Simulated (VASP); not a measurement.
# Os (Pm-3m) in VASP: single point with PBE

Aim: the single point of Os with PBE.

Everything below comes from runs of VASP 6.6.1. Logs are shortened: lines on timing, memory, paths and dates and some standing lists are left out, and cuts for length are marked.

## 1. The cell of the first run

Symmetry: Pm-3m, No. 221, cubic system. The conventional cell has a = 2.558 Å, b = 2.558 Å, c = 2.558 Å, α = 90.00°, β = 90.00°, γ = 90.00°. Os (site symmetry m-3m) has 6 Os at 2.56 Å within 3.4 Å.

## 2. Single point, PBE

Contents of INCAR:

```
SYSTEM = Os
PREC = Accurate
ENCUT = 520
EDIFF = 1E-6
ISMEAR = -1
SIGMA = 0.13605693000000002
LREAL = .False.
LASPH = .True.
NELM = 60
ALGO = Normal
ISIF = 2
LWAVE = .False.
LCHARG = .False.
GGA = PE
NBANDS = 10
```

Contents of KPOINTS:

```
Automatic mesh
0
Gamma
  13 13 13
  0 0 0
```

Contents of POSCAR:

```
Os
1.0
    2.5581566320      0.0000000000      0.0000000000
    0.0000000000      2.5581566320      0.0000000000
    0.0000000000      0.0000000000      2.5581566320
Os
1
Direct
    0.0000000000      0.0000000000      0.0000000000
```

Potentials or basis: VASP PAW PBE potentials, release 64 (Os).

Launch:

```
$ cat potpaw_PBE.64/Os/POTCAR > POTCAR
$ mpirun -np 1 vasp_std > vasp.out
```

OUTCAR:

```text
SYSTEM = Os
   PREC = Accurate
   ENCUT = 520
   EDIFF = 1E-6
   ISMEAR = -1
   LREAL = .False.
   LASPH = .True.
   NELM = 60
   ISIF = 2
   GGA = PE

 ion  position               nearest neighbor table
   1  0.000  0.000  0.000-

  LATTYP: Found a simple cubic cell.
 ALAT       =     2.5581566320

  Lattice vectors:

 A1 = (   2.5581566320,   0.0000000000,   0.0000000000)
 A2 = (   0.0000000000,   2.5581566320,   0.0000000000)
 A3 = (   0.0000000000,   0.0000000000,   2.5581566320)

Analysis of symmetry for initial positions (statically):
=====================================================================
 Subroutine PRICEL returns:
 Original cell was already a primitive cell.

 Routine SETGRP: Setting up the symmetry group for a
 simple cubic supercell.

 Subroutine GETGRP returns: Found 48 space group operations
 (whereof 48 operations were pure point group operations)
 out of a pool of 48 trial point group operations.

The static configuration has the point symmetry O_h .

Analysis of symmetry for dynamics (positions and initial velocities):
=====================================================================
 Subroutine PRICEL returns:
 Original cell was already a primitive cell.

 Routine SETGRP: Setting up the symmetry group for a
 simple cubic supercell.

 Subroutine GETGRP returns: Found 48 space group operations
 (whereof 48 operations were pure point group operations)
 out of a pool of 48 trial point group operations.

The dynamic configuration has the point symmetry O_h .

 Subroutine INISYM returns: Found 48 space group operations
 (whereof 48 operations are pure point group operations),
 and found     1 'primitive' translations

----------------------------------------------------------------------------------------

                                     Primitive cell

  volume of cell :      16.7410

  direct lattice vectors                    reciprocal lattice vectors
     2.558156632  0.000000000  0.000000000     0.390906478  0.000000000  0.000000000
     0.000000000  2.558156632  0.000000000     0.000000000  0.390906478  0.000000000
     0.000000000  0.000000000  2.558156632     0.000000000  0.000000000  0.390906478

  length of vectors
     2.558156632  2.558156632  2.558156632     0.390906478  0.390906478  0.390906478

  position of ions in fractional coordinates (direct lattice)
     0.000000000  0.000000000  0.000000000

  ion indices of the primitive-cell ions
   primitive index   ion index
                 1           1

----------------------------------------------------------------------------------------

 KPOINTS: Automatic mesh

Automatic generation of k-mesh.
 Grid dimensions read from file:
 generate k-points for:   13   13   13

 Generating k-lattice:

  Cartesian coordinates                     Fractional coordinates (reciprocal lattice)
     0.030069729  0.000000000  0.000000000     0.076923077  0.000000000  0.000000000
     0.000000000  0.030069729  0.000000000     0.000000000  0.076923077  0.000000000
     0.000000000  0.000000000  0.030069729     0.000000000  0.000000000  0.076923077

  Length of vectors
     0.030069729  0.030069729  0.030069729

  Shift w.r.t. Gamma in fractional coordinates (k-lattice)
     0.000000000  0.000000000  0.000000000

 Subroutine IBZKPT returns following result:
 ===========================================

 Found     84 irreducible k-points:

 Following reciprocal coordinates:
            Coordinates               Weight
  0.000000  0.000000  0.000000      1.000000
  0.076923  0.000000  0.000000      6.000000
  0.153846  0.000000  0.000000      6.000000
  0.230769  0.000000  0.000000      6.000000
  0.307692  0.000000  0.000000      6.000000
  0.384615  0.000000  0.000000      6.000000
[... 16 lines left out ...]
  0.307692  0.307692  0.000000     12.000000
  0.384615  0.307692  0.000000     24.000000
 [... further k-points ...]
   k-points           NKPTS =     84   k-points in BZ     NKDIM =     84   number of bands    NBANDS=     10
   number of dos      NEDOS =    301   number of ions     NIONS =      1
   total plane-waves  NPLWV =   8000
   dimension x,y,z NGX =    20 NGY =   20 NGZ =   20
   dimension x,y,z NGXF=    40 NGYF=   40 NGZF=   40
   ions per type =               1
   NGX,Y,Z   is equivalent  to a cutoff of  13.00, 13.00, 13.00 a.u.
   NGXF,Y,Z  is equivalent  to a cutoff of  25.99, 25.99, 25.99 a.u.
 SYSTEM =  Os
   PREC   = accura    normal or accurate (medium, high low for compatibility)
   ISTART =      0    job   : 0-new  1-cont  2-samecut
   ICHARG =      2    charge: 1-file 2-atom 10-const
   ISPIN  =      1    spin polarized calculation?
   LNONCOLLINEAR =      F non collinear calculations
   LSORBIT =      F    spin-orbit coupling
   LASPH  =      T    aspherical Exc in radial PAW
   ENCUT  =  520.0 eV  38.22 Ry    6.18 a.u.   4.76  4.76  4.76*2*pi/ulx,y,z
   NELM   =     60;   NELMIN=  2; NELMDL= -5     # of ELM steps
   EDIFF  = 0.1E-05   stopping-criterion for ELM
   LREAL  =      F    real-space projection
   EDIFFG = 0.1E-04   stopping-criterion for IOM
   NSW    =      0    number of steps for IOM
   IBRION =     -1    ionic relax: 0-MD 1-quasi-New 2-CG
   NFREE  =      0    steps in history (QN), initial steepest desc. (CG)
   ISIF   =      2    stress and relaxation
   ISYM   =      2    0-nonsym 1-usesym 2-fastsym
   POTIM  = 0.5000    time-step for ionic-motion
   TEBEG  =    0.0;   TEEND  =   0.0 temperature during run
   PSTRESS=    0.0 pullay stress
   NELECT =       8.0000    total number of electrons
   NUPDOWN=      -1.0000    fix difference up-down
   EMIN   =  10.00;   EMAX   =-10.00  energy-range for DOS
   EFERMI =   0.00;   METHOD = LEGACY
   ISMEAR =    -1;   SIGMA  =   0.14  broadening in eV -4-tet -1-fermi 0-gaus
   EFERMI_NEDOS =   21; number of points for ismear=-14 and -15
   IALGO  =     38    algorithm
   IMIX   =      4    mixing-type and parameters
     AMIX     =   0.40;   BMIX     =  1.00
     AMIX_MAG =   1.60;   BMIX_MAG =  1.00
  volume/ion in A,a.u.               =      16.74       112.97
  Fermi-wavevector in a.u.,A,eV,Ry     =   1.279905  2.418670 22.288472  1.638156
  Thomas-Fermi vector in A             =   2.412363
   LORBIT       =      0    0 simple, 1 ext, 2 COOP (PROOUT), +10 PAW based schemes
   GGA     = PE    functional components
   LHFCALC =     F    Hartree Fock is set to
   AEXX    =    0.0000 exact exchange contribution
   IVDW    =     0    specifies the selected vdW correction
   LEPSILON=     F    determine dielectric tensor
   LRPA    =     F    only Hartree local field effects (RPA)
 non-spin polarized calculation
  energy-cutoff  :      520.00
  volume of cell :       16.74
 maximum number of plane-waves:       466
 NGX is ok and might be reduce to    20
   NGX =  9   NGY =  9   NGZ =  9

 number of electron       7.9999999 magnetization

 Free energy of the ion-electron system (eV)
  ---------------------------------------------------
  ext. energy  EPLUGINS =         0.00000000
  ---------------------------------------------------
  free energy    TOTEN  =        -9.77689390 eV

  energy without entropy =       -9.69035577  energy(sigma->0) =       -9.73362484

 E-fermi :   7.1554     XC(G=0): -12.8656

 val. band max:        7.1292015928   @ k =   0.3077   0.2308   0.1538
 cond. band min:       7.1561517181   @ k =   0.3077   0.1538   0.0000
 fundamental gap:      0.0269501253
 Fermi energy:         7.1554366760

 k-point     1 :       0.0000    0.0000    0.0000
  band No.  band energies     occupation
      1      -2.2761      2.00000
      2       1.2312      2.00000
      3       1.2312      2.00000
      4       9.4029      0.00000
      5       9.4029      0.00000
      6       9.4029      0.00000
      7      22.6277      0.00000
      8      22.6277      0.00000
      9      22.6277      0.00000
     10      28.6724      0.00000

 k-point     2 :       0.0769    0.0000    0.0000
  band No.  band energies     occupation
      1      -2.0853      2.00000
      2       1.2748      2.00000
      3       1.4272      2.00000
      4       9.1578      0.00000
      5       9.1578      0.00000
      6       9.4213      0.00000
      7      21.4994      0.00000
      8      23.0093      0.00000
      9      23.0093      0.00000
     10      29.4402      0.00000

 k-point     3 :       0.1538    0.0000    0.0000
  band No.  band energies     occupation
      1      -1.5689      2.00000
      2       1.3978      2.00000
      3       2.0215      2.00000
      4       8.5355      0.00008
      5       8.5355      0.00008
      6       9.4726      0.00000
      7      19.3906      0.00000
      8      24.0244      0.00000
      9      24.0244      0.00000
     10      28.1650      0.00000

 k-point     4 :       0.2308    0.0000    0.0000
  band No.  band energies     occupation
      1      -0.8665      2.00000
      2       1.5773      2.00000
      3       2.9950      2.00000
      4       7.7653      0.02236
      5       7.7653      0.02236
      6       9.5456      0.00000
      7      17.3312      0.00000
      8      25.4001      0.00000
      9      25.4001      0.00000
     10      26.1913      0.00000
[... 222 lines left out ...]
 k-point    22 :       0.4615    0.2308    0.0000
  band No.  band energies     occupation
      1       1.8623      2.00000
      2       2.4833      2.00000
      3       4.4277      2.00000
      4       6.4836      1.98577
      5       8.2740      0.00054
      6       9.3140      0.00000
      7      14.3590      0.00000
      8      23.2827      0.00000
      9      24.4336      0.00000
     10      26.7070      0.00000

 k-point    23 :       0.3077    0.3077    0.0000
  band No.  band energies     occupation
      1       1.3988      2.00000
      2       2.4922      2.00000
      3       5.8404      1.99987
      4       6.7338      1.91369
      5       7.3010      0.51094
      6       7.5540      0.10143
      7      17.1878      0.00000
      8      19.8424      0.00000
      9      25.7055      0.00000
     10      31.0389      0.00000

 k-point    24 :       0.3846    0.3077    0.0000
  band No.  band energies     occupation
      1       1.5819      2.00000
      2       2.2422      2.00000
      3       6.2804      1.99679
      4       6.8977      1.73857
      5       7.5539      0.10151
      6       8.3704      0.00026
      7      15.7522      0.00000
      8      20.5357      0.00000
      9      24.8029      0.00000
     10      28.9792      0.00000

 [... further k-points ...]
[... 5 lines left out ...]
  --------------------------------------------------------------------------------------
  -------------------------------------------------------------------------------------
  Total       -0.0177875     -0.0177875     -0.0177875     -0.0000000      0.0000000      0.0000000
  in kB       -1.7023278     -1.7023278     -1.7023278     -0.0000000      0.0000000      0.0000000
  external PRESSURE =      -1.7023278 kB  Pullay stress =       0.0000000 kB

 VOLUME and BASIS-vectors are now :
 -----------------------------------------------------------------------------
  energy-cutoff  :      520.00
  volume of cell :       16.74
      direct lattice vectors                 reciprocal lattice vectors
     2.558156632  0.000000000  0.000000000     0.390906478  0.000000000  0.000000000
     0.000000000  2.558156632  0.000000000     0.000000000  0.390906478  0.000000000
     0.000000000  0.000000000  2.558156632     0.000000000  0.000000000  0.390906478

 POSITION                                       TOTAL-FORCE (eV/Angst)
 -----------------------------------------------------------------------------------
      0.00000      0.00000      0.00000         0.000000      0.000000      0.000000
 -----------------------------------------------------------------------------------
    total drift:                               -0.000000      0.000000      0.000000

  FREE ENERGIE OF THE ION-ELECTRON SYSTEM (eV)
  ---------------------------------------------------
  free  energy   TOTEN  =        -9.7768938986 eV

  energy  without entropy=       -9.6903557743  energy(sigma->0) =       -9.73362484
```

Wall time 10 s (1 thread of Intel Xeon Platinum 8488C (Sapphire Rapids), shared host); peak memory 0.13 GiB.

What came out:

- Free energy: -9.7769 eV
- Pressure: -0.2 GPa
- Band gap on the k mesh: zero (band 4 reaches 11.59 eV, above the bottom of band 5 at 6.22 eV)

Levels at points of the mesh, in eV from the Fermi level:
| k point | band 1 | band 2 | band 3 | band 4 | band 5 | band 6 | band 7 | band 8 | band 9 |
| --- | --- | --- | --- | --- | --- | --- | --- | --- | --- |
| (0.00, 0.00, 0.00) | -9.43 | -5.92 | -5.92 | 2.25 | 2.25 | 2.25 | 15.47 | 15.47 | 15.47 |

Caveat: spin-orbit coupling is left out, which moves the levels of the heavy elements.
